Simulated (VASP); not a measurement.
## TaN: single point with LDA

The system is TaN.

```xyz
6
Lattice="5.2133 0.0000 0.0000 -2.6066 4.5148 0.0000 0.0000 0.0000 2.9207" Properties=species:S:1:pos:R:3 pbc="T T T"
Ta    0.0000    3.0099    1.4603
Ta    2.6066    1.5049    1.4603
Ta    0.0000    0.0000    0.0000
N     2.0480    0.0000    0.0000
N     1.5826    2.7412    0.0000
N    -1.0240    1.7736    0.0000
```

```
Program                : VASP 6.6.1
Task                   : single point
Functional             : LDA
Potentials or basis    : VASP PAW LDA potentials, release 64 (Ta_pv, N)
Cutoff                 : 520 eV
k mesh                 : 5 × 5 × 8
Occupations            : methfessel-paxton, width 0.1 eV
Spin                   : no spin polarisation
Dipole correction      : no
Further INCAR settings : ALGO = Normal; EDIFF = 1e-07; NBANDS = 33
```

| Property | Result |
| --- | --- |
| Pressure | -11.4 GPa |
| Largest force | 0.108 eV/Å |
| Band gap on the k mesh | zero (bands 24 and 25 overlap by 3.05 eV) |

Forces on the atoms (eV/Å):
```
Ta   0.000  0.000  0.000
Ta   0.000  0.000  0.000
Ta   0.000  0.000  0.000
N   -0.108  0.000  0.000
N    0.054  0.093  0.000
N    0.054 -0.093  0.000
```

Stress tensor (GPa, compression positive):
```
-10.39   0.00   0.00
  0.00 -10.39   0.00
  0.00   0.00 -13.33
```

Levels at points of the mesh, in eV from the Fermi level:
```csv
k point,band 22,band 23,band 24,band 25,band 26,band 27
"(0.00, 0.00, 0.00)",-3.49,-2.11,-1.13,-1.13,0.31,0.31
"(0.00, 0.00, 0.50)",-3.04,-3.04,1.64,1.64,1.77,1.94
```

Run time: 70 s on 1 thread of Intel Xeon 8259CL (shared host), peak memory 0.19 GiB.

Caveat: the cell stands under tension; spin-orbit coupling is left out, which moves the levels of the heavy elements.
